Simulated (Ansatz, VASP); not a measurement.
**One calculation of TePb, two programs**

```
Pb Te
1.0
     0.00000    3.23100    3.23100
     3.23100    0.00000    3.23100
     3.23100    3.23100    0.00000
Pb Te
1 1
Cartesian
  0.0000 0.0000 0.0000
  3.2310 3.2310 3.2310
```

Alike in both runs: task single point; functional revPBE; dispersion D4; k mesh 7 × 7 × 7; occupations fermi-dirac, width 0.05 eV; no spin polarisation.

|  | VASP | Ansatz |
| --- | --- | --- |
| version | VASP 6.6.1 | Ansatz 0.2.0 |
| potentials or method | VASP PAW PBE potentials, release 64 (Pb_d, Te) | Ansatz PAW |
| plane-wave cutoff (eV) | 520 | 420 |
| valence electrons in the cell | 20 | 30 |

|  | VASP | Ansatz | Ansatz less VASP |
| --- | --- | --- | --- |
| pressure (GPa) | 0.1 | 0.2 | +0.05 |

VASP's potentials were made for PBE, not for revPBE. VASP's potentials hold 20 valence electrons a cell and Ansatz's 30, so a difference there can come from the potentials and not from the codes.

Spin-orbit coupling is off throughout.
